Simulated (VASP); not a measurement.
Set up this calculation in VASP 6.6.1, as the native input.

- Task: single point
- Functional: PBE
- Potentials or basis: VASP PAW PBE potentials, release 64 (Pt)
- Cutoff: 520 eV
- k mesh: 18 × 18 × 18
- Occupations: fermi-dirac, width 0.05 eV
- Spin: non-collinear spin, zero start, spin-orbit coupling
- Starting moments: [[0.0, 0.0, 0.0]] μB
- Dipole correction: no
- Further INCAR settings: ALGO = Normal; EDIFF = 1e-07; NBANDS = 21

The structure of Pt lies in POSCAR:

```
Pt
1.0
    0.0000000000      1.9864272805      1.9864272805
    1.9864272805      0.0000000000      1.9864272805
    1.9864272805      1.9864272805      0.0000000000
Pt
1
Direct
    0.0000000000      0.0000000000      0.0000000000
```

One way to write it, as run:

INCAR

```
SYSTEM = Pt
ALGO = Normal
EDIFF = 1E-7
ENCUT = 520
GGA = PE
GGA_COMPAT = .FALSE.
ISIF = 2
ISMEAR = -1
LASPH = .TRUE.
LCHARG = .FALSE.
LMAXMIX = 4
LNONCOLLINEAR = .TRUE.
LORBIT = 11
LORBMOM = .TRUE.
LREAL = .FALSE.
LSORBIT = .TRUE.
LWAVE = .FALSE.
MAGMOM = 0 0 0
NBANDS = 21
NELM = 150
PREC = Accurate
SIGMA = 0.05
```

KPOINTS

```
k-points
0
G
  18 18 18
  0 0 0
```

Potentials or basis: VASP PAW PBE potentials, release 64 (Pt).

Command:

```console
$ cat potpaw_PBE.64/Pt/POTCAR > POTCAR
$ mpirun -np 1 vasp_ncl > vasp.out
```

Results of the run:

* Pressure: -0.1 GPa
* Net moment: 0.00 μB per cell
* Valence electrons inside the program's atomic spheres: Pt 9.20

It took 48 s on 1 thread of Intel(R) Xeon(R) 6975P-C (Granite Rapids), on a shared host, peak memory 0.26 GiB.
